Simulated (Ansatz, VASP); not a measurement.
**Two plane-wave programs on CaSe**

```xyz
8
Lattice="4.1599 0.0000 0.0000 -2.0799 3.6026 0.0000 0.0000 0.0000 14.2207" Properties=species:S:1:pos:R:3 pbc="T T T"
Ca    0.0000    0.0000    0.0000
Ca    0.0000    2.4017    3.5552
Ca    0.0000    0.0000    7.1103
Ca    2.0799    1.2009   10.6655
Se    2.0799    1.2009    1.7380
Se    2.0799    1.2009    5.3723
Se    0.0000    2.4017    8.8483
Se    0.0000    2.4017   12.4826
```

Alike in both runs: functional PBE; k mesh 9 × 9 × 3; occupations gaussian, width 0.02 eV; no spin polarisation.

Ansatz relaxed the structure, and its values are those at the end. VASP's run is a single point on that final structure, the one shown.

|  | VASP | Ansatz |
| --- | --- | --- |
| version | VASP 6.6.1 | Ansatz 0.2.0 |
| potentials or method | VASP PAW PBE potentials, release 64 (Ca_sv, Se), cutoff 520 eV | scalar-relativistic, plane waves, PAW |
| valence electrons in the cell | 64 | 104 |

Ansatz gave:

```
gap on the k mesh at the Fermi level (eV) : 1.91
least direct gap on the mesh (eV)         : 2.55
pressure (GPa)                            : 0.0
```

**Question.** Estimate VASP's values.

**Answer.** gap on the k mesh at the Fermi level (eV): 1.90; least direct gap on the mesh (eV): 2.55; pressure (GPa): 0.2.

VASP's potentials hold 64 valence electrons a cell and Ansatz's 104, so a difference there can come from the potentials and not from the codes.
